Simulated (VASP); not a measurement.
Wanted: the native input for a VASP 6.6.1 run.

```yaml
Task: single point
Functional: r2SCAN
Potentials_or_basis: VASP PAW PBE potentials, release 64 (Al, As, Ga_d)
Cutoff: 520 eV
k_mesh: 6 × 4 × 4
Occupations: gaussian, width 0.01 eV
Spin: no spin polarisation
Dipole_correction: no
Further_INCAR_settings: ALGO = Normal; EDIFF = 1e-06; NBANDS = 41
```

AlGa3As4:

```
Al As Ga
1.0
     4.09128    0.00000    0.00000
     0.00000    8.17806    0.00000
     0.00000    0.00000    5.77541
Al As Ga
1 4 3
Direct
  0.00000 0.00000 0.00095
  0.50000 0.00000 0.24994
  0.00000 0.24988 0.75023
  0.50000 0.50000 0.24926
  0.00000 0.75012 0.75023
  0.50000 0.25054 0.50004
  0.00000 0.50000 0.99930
  0.50000 0.74946 0.50004
```

This cell differs from its parent crystal: volume changed by +6%.

One way to write it, as run:

POSCAR

```
AlGa3As4
1.0
    4.0912805114      0.0000000000      0.0000000000
    0.0000000000      8.1780594039      0.0000000000
    0.0000000000      0.0000000000      5.7754139393
Al As Ga
1 4 3
Direct
    0.0000000000      0.0000000000      0.0009494348
    0.5000000000      0.0000000000      0.2499444014
    0.0000000000      0.2498760783      0.7502315659
    0.5000000000      0.5000000000      0.2492562103
    0.0000000000      0.7501239217      0.7502315659
    0.5000000000      0.2505425198      0.5000422105
    0.0000000000      0.5000000000     -0.0006975995
    0.5000000000      0.7494574802      0.5000422105
```

INCAR.step1

```
SYSTEM = AlGa3As4
PREC = Accurate
ENCUT = 520
ISMEAR = 0
SIGMA = 0.01
LREAL = .False.
LASPH = .True.
NELM = 80
NBANDS = 41
GGA = PE
ALGO = Normal
EDIFF = 1E-4
LWAVE = .True.
LCHARG = .False.
```

INCAR.step2

```
SYSTEM = AlGa3As4
PREC = Accurate
ENCUT = 520
EDIFF = 1E-6
ISMEAR = 0
SIGMA = 0.01
LREAL = .False.
LASPH = .True.
NELM = 80
ALGO = Normal
ISIF = 2
LWAVE = .False.
LCHARG = .False.
METAGGA = R2SCAN
LMIXTAU = .True.
NBANDS = 41
ISTART = 1
```

KPOINTS

```
regular mesh
0
Gamma
  6 4 4
  0 0 0
```

Potentials or basis: VASP PAW PBE potentials, release 64 (Al, As, Ga_d).

Run with:

```sh
$ cat potpaw_PBE.64/Al/POTCAR potpaw_PBE.64/As/POTCAR potpaw_PBE.64/Ga_d/POTCAR > POTCAR
$ cp INCAR.step1 INCAR
$ mpirun -np 1 vasp_std > vasp.out
$ cp INCAR.step2 INCAR
$ mpirun -np 1 vasp_std > vasp.out
```

Results of the run:

The pressure is -3.7 GPa. The largest force is 0.030 eV/Å. The band gap on the k mesh is 0.86 eV, direct.

Caveat: the PAW data sets were made with another functional, which shifts forces and pressure a little.

It took 11 min on 1 thread of AMD EPYC 9R45 96-Core Processor (Zen 5) (shared host), peak memory 0.44 GiB.
